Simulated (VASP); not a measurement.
Set up this calculation in VASP 6.6.1, as the native input.

```
Task                   : single point
Functional             : PBE
Potentials or basis    : VASP PAW PBE potentials, release 64 (Cu)
Cutoff                 : 600 eV
k mesh                 : 20 × 20 × 20
Occupations            : gaussian, width 0.1 eV
Spin                   : no spin polarisation
Dipole correction      : no
Further INCAR settings : ALGO = Normal; EDIFF = 1e-06; NBANDS = 12
```

The structure of Cu lies in POSCAR:

```
Cu
1.0
   -1.4042632434      1.4042632434      1.3403598067
    1.4042632434     -1.4042632434      1.3403598067
    1.4042632434      1.4042632434     -1.3403598067
Cu
1
Direct
    0.0000000000      0.0000000000      0.0000000000
```

The input as run:

INCAR

```
PREC = Accurate
ENCUT = 600
EDIFF = 1E-6
ISMEAR = 0
SIGMA = 0.1
LREAL = F
LASPH = T
NELM = 120
ALGO = Normal
ISIF = 2
LWAVE = F
LCHARG = T
GGA = PE
LELF = T
LVHAR = T
NBANDS = 12
GGA_COMPAT = F
```

KPOINTS

```
Automatic mesh
0
Gamma
  20 20 20
```

Potentials or basis: VASP PAW PBE potentials, release 64 (Cu).

Command:

```bash
$ cat potpaw_PBE.64/Cu/POTCAR > POTCAR
$ mpirun -np 1 vasp_std > vasp.out
```

Results of the run:

| Item | Value |
| --- | --- |
| Pressure | 24.9 GPa |

Wall time 110 s on 1 thread of Intel Xeon 8259CL (shared host), peak memory 0.21 GiB.
